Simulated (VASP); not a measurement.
Here is a VASP 6.6.1 calculation.

File INCAR:

```
PREC     = Accurate       # precision mode
ENCUT    = 520            # plane-wave cutoff, eV
EDIFF    = 1E-6           # SCF threshold, eV
ISMEAR   = 0              # smearing method
SIGMA    = 0.05           # smearing width, eV
LREAL    = False          # projectors in reciprocal space
LASPH    = True           # aspherical terms in the spheres
NELM     = 100            # most SCF steps
ALGO     = Normal         # electronic algorithm
ISIF     = 2              # what is computed and relaxed
LWAVE    = False          # write WAVECAR
LCHARG   = True           # write CHGCAR
GGA      = PE             # functional
LELF     = True           # ELF
LVHAR    = True         
NBANDS   = 16             # bands
```

The input KPOINTS:

```
regular mesh
0
Gamma
  14 14 14
```

File POSCAR:

```
ZnO
1.0
    0.0000000000      2.1122121200      2.3074619000
    2.3074619000      0.0000000000      2.3074619000
    2.3074619000      2.1122121200      0.0000000000
Zn O
1 1
Direct
    0.0000000000      0.0000000000      0.0000000000
    0.5000000000      0.5000000000      0.5000000000
```

Potentials or basis: VASP PAW PBE potentials, release 64 (Zn, O).

Command:

```console
$ cat potpaw_PBE.64/Zn/POTCAR potpaw_PBE.64/O/POTCAR > POTCAR
$ mpirun -np 1 vasp_std > vasp.out
```

Question: Estimate the band gap on the k mesh.

Answer: 0.20 eV, indirect (least direct gap 1.16 eV).

Question: Estimate the pressure.

Answer: -11.4 GPa.

Stress tensor (GPa, compression positive):
```
-12.01   0.00   0.00
  0.00 -10.29   0.00
  0.00   0.00 -12.01
```

Caveat: the cell differs from its parent crystal (strained). A k mesh can miss the band edges.
